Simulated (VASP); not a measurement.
# Br (Cmce) in VASP: settings compared

Aim: see how the results for Br move with the level of theory and the settings. Levels: r2SCAN, revPBE. Tasks: single point.

All numbers are computed with VASP 6.6.1; they aren't measurements. Logs are shortened: lines on timing, memory, paths and dates and some standing lists are left out, and cuts for length are marked.

## (1) The cell of the first run

Symmetry: Cmce, No. 64, orthorhombic system. The conventional cell has a = 6.726 Å, b = 4.645 Å, c = 8.702 Å, α = 90.00°, β = 90.00°, γ = 90.00°. Within 3.0 Å of Br (site symmetry m) lie 1 Br at 2.29 Å.

## (2) Single point, r2SCAN

File POSCAR:

```
Br
1.0
    3.3632500000     -2.3225500000      0.0000000000
    3.3632500000      2.3225500000      0.0000000000
    0.0000000000      0.0000000000      8.7023000000
Br
4
Direct
    0.3651000000      0.6349000000      0.3901000000
    0.1349000000      0.8651000000      0.8901000000
    0.6349000000      0.3651000000      0.6099000000
    0.8651000000      0.1349000000      0.1099000000
```

File INCAR.step1:

```
PREC = Accurate ; ENCUT = 520
ISMEAR = -1 ; SIGMA = 0.05
LREAL = F ; LASPH = T
NELM = 100 ; NBANDS = 22
GGA = PE ; ALGO = Normal
EDIFF = 1E-4 ; LWAVE = T
LCHARG = F
```

File INCAR.step2:

```
PREC = Accurate ; ENCUT = 520
EDIFF = 1E-6 ; ISMEAR = -1
SIGMA = 0.05 ; LREAL = F
LASPH = T ; NELM = 100
ALGO = Normal ; ISIF = 2
LWAVE = F ; LCHARG = F
METAGGA = R2SCAN ; LMIXTAU = T
NBANDS = 22 ; ISTART = 1
```

File KPOINTS:

```
regular mesh
0
Gamma
  7 7 3
```

Potentials or basis: VASP PAW PBE potentials, release 64 (Br).

The run is started by

```console
cat potpaw_PBE.64/Br/POTCAR > POTCAR
cp INCAR.step1 INCAR
mpirun -np 1 vasp_std > vasp.out
cp INCAR.step2 INCAR
mpirun -np 1 vasp_std > vasp.out
```

OUTCAR:

```text
PREC = Accurate
   ENCUT = 520
   EDIFF = 1E-6
   ISMEAR = -1
   LREAL = F
   LASPH = T
   NELM = 100
   ISIF = 2
   METAGGA = R2SCAN
   ISTART = 1

 ion  position               nearest neighbor table
   1  0.365  0.635  0.390-   3 2.29
   2  0.135  0.865  0.890-   4 2.29
   3  0.635  0.365  0.610-   1 2.29
   4  0.865  0.135  0.110-   2 2.29

  LATTYP: Found a base centered orthorhombic cell.
 ALAT       =     4.6451000000
 B/A-ratio  =     1.4480850789
 C/A-ratio  =     1.8734365245

  Lattice vectors:

 A1 = (  -3.3632500000,  -2.3225500000,   0.0000000000)
 A2 = (   3.3632500000,  -2.3225500000,   0.0000000000)
 A3 = (   0.0000000000,   0.0000000000,   8.7023000000)

Analysis of symmetry for initial positions (statically):
=====================================================================
 Subroutine PRICEL returns:
 Original cell was already a primitive cell.

 Routine SETGRP: Setting up the symmetry group for a
 base centered orthorhombic supercell.

 Subroutine GETGRP returns: Found  8 space group operations
 (whereof  4 operations were pure point group operations)
 out of a pool of  8 trial point group operations.

The static configuration has the point symmetry C_2h.
 The point group associated with its full space group is D_2h.

Analysis of symmetry for dynamics (positions and initial velocities):
=====================================================================
 Subroutine PRICEL returns:
 Original cell was already a primitive cell.

 Routine SETGRP: Setting up the symmetry group for a
 base centered orthorhombic supercell.

 Subroutine GETGRP returns: Found  8 space group operations
 (whereof  4 operations were pure point group operations)
 out of a pool of  8 trial point group operations.

The dynamic configuration has the point symmetry C_2h.
 The point group associated with its full space group is D_2h.

 Subroutine INISYM returns: Found  8 space group operations
 (whereof  4 operations are pure point group operations),
 and found     1 'primitive' translations

----------------------------------------------------------------------------------------

                                     Primitive cell

  volume of cell :     135.9528

  direct lattice vectors                    reciprocal lattice vectors
     3.363250000 -2.322550000  0.000000000     0.148665725 -0.215280618  0.000000000
     3.363250000  2.322550000  0.000000000     0.148665725  0.215280618  0.000000000
     0.000000000  0.000000000  8.702300000     0.000000000  0.000000000  0.114912150

  length of vectors
     4.087259359  4.087259359  8.702300000     0.261624239  0.261624239  0.114912150

  position of ions in fractional coordinates (direct lattice)
     0.365100000  0.634900000  0.390100000
     0.134900000  0.865100000  0.890100000
     0.634900000  0.365100000  0.609900000
     0.865100000  0.134900000  0.109900000

  ion indices of the primitive-cell ions
   primitive index   ion index
                 1           1
                 2           2
                 3           3
                 4           4

----------------------------------------------------------------------------------------

 KPOINTS: regular mesh

Automatic generation of k-mesh.
 Grid dimensions read from file:
 generate k-points for:    7    7    3

 Generating k-lattice:

  Cartesian coordinates                     Fractional coordinates (reciprocal lattice)
     0.021237961 -0.030754374  0.000000000     0.142857143  0.000000000  0.000000000
     0.021237961  0.030754374  0.000000000     0.000000000  0.142857143  0.000000000
     0.000000000  0.000000000  0.038304050     0.000000000  0.000000000  0.333333333

  Length of vectors
     0.037374891  0.037374891  0.038304050

  Shift w.r.t. Gamma in fractional coordinates (k-lattice)
     0.000000000  0.000000000  0.000000000

 Subroutine IBZKPT returns following result:
 ===========================================

 Found     32 irreducible k-points:

 Following reciprocal coordinates:
            Coordinates               Weight
  0.000000  0.000000  0.000000      1.000000
  0.142857 -0.000000  0.000000      4.000000
  0.285714  0.000000  0.000000      4.000000
  0.428571  0.000000  0.000000      4.000000
  0.142857  0.142857  0.000000      2.000000
  0.285714  0.142857  0.000000      4.000000
[... 16 lines left out ...]
  0.428571  0.142857  0.333333      8.000000
 -0.428571  0.142857  0.333333      8.000000
 [... further k-points ...]
   k-points           NKPTS =     32   k-points in BZ     NKDIM =     32   number of bands    NBANDS=     22
   number of dos      NEDOS =    301   number of ions     NIONS =      4
   total plane-waves  NPLWV =  63000
   dimension x,y,z NGX =    30 NGY =   30 NGZ =   70
   dimension x,y,z NGXF=    60 NGYF=   60 NGZF=  140
   ions per type =               4
   NGX,Y,Z   is equivalent  to a cutoff of  12.20, 12.20, 13.37 a.u.
   NGXF,Y,Z  is equivalent  to a cutoff of  24.40, 24.40, 26.75 a.u.
 SYSTEM =  unknown system
   PREC   = accura    normal or accurate (medium, high low for compatibility)
   ISTART =      1    job   : 0-new  1-cont  2-samecut
   ICHARG =      0    charge: 1-file 2-atom 10-const
   ISPIN  =      1    spin polarized calculation?
   LNONCOLLINEAR =      F non collinear calculations
   LSORBIT =      F    spin-orbit coupling
   LASPH  =      T    aspherical Exc in radial PAW
   ENCUT  =  520.0 eV  38.22 Ry    6.18 a.u.   7.60  7.60 16.18*2*pi/ulx,y,z
   NELM   =    100;   NELMIN=  2; NELMDL=  0     # of ELM steps
   EDIFF  = 0.1E-05   stopping-criterion for ELM
   LREAL  =      F    real-space projection
   EDIFFG = 0.1E-04   stopping-criterion for IOM
   NSW    =      0    number of steps for IOM
   IBRION =     -1    ionic relax: 0-MD 1-quasi-New 2-CG
   NFREE  =      0    steps in history (QN), initial steepest desc. (CG)
   ISIF   =      2    stress and relaxation
   ISYM   =      2    0-nonsym 1-usesym 2-fastsym
   POTIM  = 0.5000    time-step for ionic-motion
   TEBEG  =    0.0;   TEEND  =   0.0 temperature during run
   PSTRESS=    0.0 pullay stress
   NELECT =      28.0000    total number of electrons
   NUPDOWN=      -1.0000    fix difference up-down
   EMIN   =  10.00;   EMAX   =-10.00  energy-range for DOS
   EFERMI =   0.00;   METHOD = LEGACY
   ISMEAR =    -1;   SIGMA  =   0.05  broadening in eV -4-tet -1-fermi 0-gaus
   EFERMI_NEDOS =   21; number of points for ismear=-14 and -15
   IALGO  =     38    algorithm
   IMIX   =      4    mixing-type and parameters
     AMIX     =   0.40;   BMIX     =  1.00
     AMIX_MAG =   1.60;   BMIX_MAG =  1.00
  volume/ion in A,a.u.               =      33.99       229.36
  Fermi-wavevector in a.u.,A,eV,Ry     =   0.966788  1.826965 12.717090  0.934680
  Thomas-Fermi vector in A             =   2.096619
   LORBIT       =      0    0 simple, 1 ext, 2 COOP (PROOUT), +10 PAW based schemes
   METAGGA = R2SCAN    functional components
   LHFCALC =     F    Hartree Fock is set to
   AEXX    =    0.0000 exact exchange contribution
   IVDW    =     0    specifies the selected vdW correction
   LEPSILON=     F    determine dielectric tensor
   LRPA    =     F    only Hartree local field effects (RPA)
 non-spin polarized calculation
  energy-cutoff  :      520.00
  volume of cell :      135.95
 maximum number of plane-waves:      3697
   NGX = 15   NGY = 15   NGZ = 33

 number of electron      27.9999999 magnetization

 Free energy of the ion-electron system (eV)
  ---------------------------------------------------
  ext. energy  EPLUGINS =         0.00000000
  ---------------------------------------------------
  free energy    TOTEN  =       -52.95987744 eV

  energy without entropy =      -52.95987744  energy(sigma->0) =      -52.95987744

 E-fermi :   0.3828     XC(G=0):  -8.2714

 val. band max:       -0.7712937457   @ k =  -0.4286   0.4286   0.0000
 cond. band min:       1.4366025412   @ k =   0.0000   0.0000   0.0000
 fundamental gap:      2.2078962869
 Fermi energy:         0.3828057689

 k-point     1 :       0.0000    0.0000    0.0000
  band No.  band energies     occupation
      1     -17.2525      2.00000
      2     -16.9263      2.00000
      3     -14.2647      2.00000
      4     -13.5632      2.00000
      5      -5.7857      2.00000
      6      -4.7616      2.00000
[... 14 lines left out ...]
     21       8.9799      0.00000
     22       9.2107      0.00000

 k-point     2 :       0.1429   -0.0000    0.0000
  band No.  band energies     occupation
      1     -17.2093      2.00000
      2     -16.9123      2.00000
      3     -14.2312      2.00000
      4     -13.6022      2.00000
      5      -5.7859      2.00000
      6      -4.8522      2.00000
[... 14 lines left out ...]
     21       8.8232      0.00000
     22       9.2505      0.00000

 k-point     3 :       0.2857    0.0000    0.0000
  band No.  band energies     occupation
      1     -17.1001      2.00000
      2     -16.8894      2.00000
      3     -14.1395      2.00000
      4     -13.7094      2.00000
      5      -5.7817      2.00000
      6      -5.1273      2.00000
[... 14 lines left out ...]
     21       9.0581      0.00000
     22       9.7657      0.00000

 k-point     4 :       0.4286    0.0000    0.0000
  band No.  band energies     occupation
      1     -16.9783      2.00000
      2     -16.9015      2.00000
      3     -14.0083      2.00000
      4     -13.8566      2.00000
      5      -5.7105      2.00000
      6      -5.4787      2.00000
[... 14 lines left out ...]
     21       9.5031      0.00000
     22      10.7325      0.00000

 k-point     5 :       0.1429    0.1429    0.0000
  band No.  band energies     occupation
      1     -17.2095      2.00000
      2     -16.8964      2.00000
      3     -14.2303      2.00000
      4     -13.5648      2.00000
      5      -5.7545      2.00000
      6      -4.8094      2.00000
[... 14 lines left out ...]
     21       9.4036      0.00000
     22       9.4240      0.00000

 k-point     6 :       0.2857    0.1429    0.0000
  band No.  band energies     occupation
      1     -17.1364      2.00000
      2     -16.8646      2.00000
      3     -14.1722      2.00000
      4     -13.6090      2.00000
      5      -5.7344      2.00000
      6      -4.9415      2.00000
[... 14 lines left out ...]
     21       8.7908      0.00000
     22       9.6272      0.00000

 k-point     7 :       0.4286    0.1429    0.0000
  band No.  band energies     occupation
      1     -17.0285      2.00000
      2     -16.8538      2.00000
      3     -14.0763      2.00000
      4     -13.7296      2.00000
      5      -5.7160      2.00000
      6      -5.2452      2.00000
[... 324 lines left out ...]
      6      -5.4106      2.00000
[... 14 lines left out ...]
     21       9.5834      0.00000
     22       9.9777      0.00000

 k-point    21 :       0.1429    0.1429    0.3333
  band No.  band energies     occupation
      1     -17.1404      2.00000
      2     -16.9853      2.00000
      3     -14.0582      2.00000
      4     -13.7272      2.00000
      5      -5.5621      2.00000
      6      -5.1105      2.00000
[... 14 lines left out ...]
     21       9.2722      0.00000
     22       9.5572      0.00000

 k-point    22 :       0.2857    0.1429    0.3333
  band No.  band energies     occupation
      1     -17.0754      2.00000
      2     -16.9405      2.00000
      3     -14.0269      2.00000
      4     -13.7464      2.00000
      5      -5.5695      2.00000
      6      -5.1812      2.00000
[... 14 lines left out ...]
     21       9.0573      0.00000
     22       9.3217      0.00000

 k-point    23 :       0.4286    0.1429    0.3333
  band No.  band energies     occupation
      1     -16.9877      2.00000
      2     -16.9006      2.00000
      3     -13.9881      2.00000
      4     -13.8150      2.00000
      5      -5.5734      2.00000
      6      -5.3041      2.00000
[... 14 lines left out ...]
     21       8.8963      0.00000
     22       9.3930      0.00000

 k-point    24 :      -0.4286    0.1429    0.3333
  band No.  band energies     occupation
      1     -16.9300      2.00000
      2     -16.9114      2.00000
      3     -13.9423      2.00000
      4     -13.9081      2.00000
      5      -5.4990      2.00000
      6      -5.4524      2.00000
[... 14 lines left out ...]
     21       9.5797      0.00000
     22       9.7803      0.00000

 [... further k-points ...]
[... 5 lines left out ...]
  --------------------------------------------------------------------------------------
  -------------------------------------------------------------------------------------
  Total        0.1950496      0.2367198      1.2854038      0.0000000     -0.0000000      0.0000000
  in kB        2.2986211      2.7896961     15.1482300      0.0000000     -0.0000000      0.0000000
  external PRESSURE =       6.7455157 kB  Pullay stress =       0.0000000 kB

 VOLUME and BASIS-vectors are now :
 -----------------------------------------------------------------------------
  energy-cutoff  :      520.00
  volume of cell :      135.95
      direct lattice vectors                 reciprocal lattice vectors
     3.363250000 -2.322550000  0.000000000     0.148665725 -0.215280618  0.000000000
     3.363250000  2.322550000  0.000000000     0.148665725  0.215280618  0.000000000
     0.000000000  0.000000000  8.702300000     0.000000000  0.000000000  0.114912150

 POSITION                                       TOTAL-FORCE (eV/Angst)
 -----------------------------------------------------------------------------------
      3.36325      0.62662      3.39477         0.000000      0.285198     -0.507961
      3.36325      1.69593      7.74592         0.000000     -0.285198     -0.507961
      3.36325     -0.62662      5.30753         0.000000     -0.285198      0.507961
      3.36325     -1.69593      0.95638         0.000000      0.285198      0.507961
 -----------------------------------------------------------------------------------
    total drift:                               -0.000000      0.000000      0.000000

  FREE ENERGIE OF THE ION-ELECTRON SYSTEM (eV)
  ---------------------------------------------------
  free  energy   TOTEN  =       -52.9598774439 eV

  energy  without entropy=      -52.9598774437  energy(sigma->0) =      -52.95987744
```

It took 9.6 min on 1 thread of AMD EPYC 7R13, shared host; peak memory 0.25 GiB.

What came out:

```
Free energy            : -52.9599 eV
Pressure               : 0.7 GPa
Largest force          : 0.583 eV/Å
Band gap on the k mesh : 2.21 eV (least direct gap 2.23 eV)
```

Forces on the atoms (eV/Å):
```
Br   0.000  0.285 -0.508
Br   0.000 -0.285 -0.508
Br   0.000 -0.285  0.508
Br   0.000  0.285  0.508
```

Caveat: the PAW data sets were made with another functional, which shifts forces and pressure a little; an odd mesh through Γ misses points on the zone boundary, where band edges can lie.

## (3) Single point, revPBE

This run uses another cell than the first one, of 54.55 Å³/atom.

File INCAR:

```
SYSTEM = Br
PREC     = Accurate       ! precision mode
ENCUT    = 520            ! plane-wave cutoff, eV
EDIFF    = 1E-7           ! SCF threshold, eV
ISMEAR   = -1             ! smearing method
SIGMA    = 0.05           ! smearing width, eV
LREAL    = .False.        ! projectors in reciprocal space
LASPH    = .True.         ! aspherical terms in the spheres
NELM     = 80             ! most SCF steps
ALGO     = Normal         ! electronic algorithm
ISIF     = 2              ! what is computed and relaxed
LWAVE    = .False.        ! write WAVECAR
LCHARG   = .True.         ! write CHGCAR
GGA      = RE             ! functional
LELF     = .True.         ! ELF
LVHAR    = .True.       
NBANDS   = 22             ! bands
```

File KPOINTS:

```
Automatic mesh
0
Gamma
  7 7 3
  0 0 0
```

File POSCAR:

```
Br
1.0
    5.2129535746     -2.3304295297      0.0000000000
    5.2129535746      2.3304295297      0.0000000000
    0.0000000000      0.0000000000      8.9804201542
Br
4
Direct
    0.3761800781      0.6238199219      0.3852743827
    0.1238199219      0.8761800781      0.8852743827
    0.6238199219      0.3761800781      0.6147256173
    0.8761800781      0.1238199219      0.1147256173
```

Potentials or basis: VASP PAW PBE potentials, release 64 (Br).

The run is started by

```console
cat potpaw_PBE.64/Br/POTCAR > POTCAR
mpirun -np 1 vasp_std > vasp.out
```

Wall time 5.4 min (1 thread of AMD EPYC 7R13, shared host); peak memory 0.33 GiB.

The run converged. Its results:

| Property | Result |
| --- | --- |
| Free energy | -5.8308 eV |
| Pressure | 0.0 GPa |
| Band gap on the k mesh | 1.57 eV |

Levels at points of the mesh, in eV from the valence-band top:
```csv
k point,band 12,band 13,band 14,band 15,band 16,band 17
"(0.00, 0.00, 0.00)",-0.59,-0.17,0.00,1.57,2.28,5.43
```

Caveat: this functional lacks dispersion, which holds the molecules together, so the pressure and a relaxed volume are unreliable; the PAW data sets were made with another functional, which shifts forces and pressure a little; an odd mesh through Γ misses points on the zone boundary, where band edges can lie.
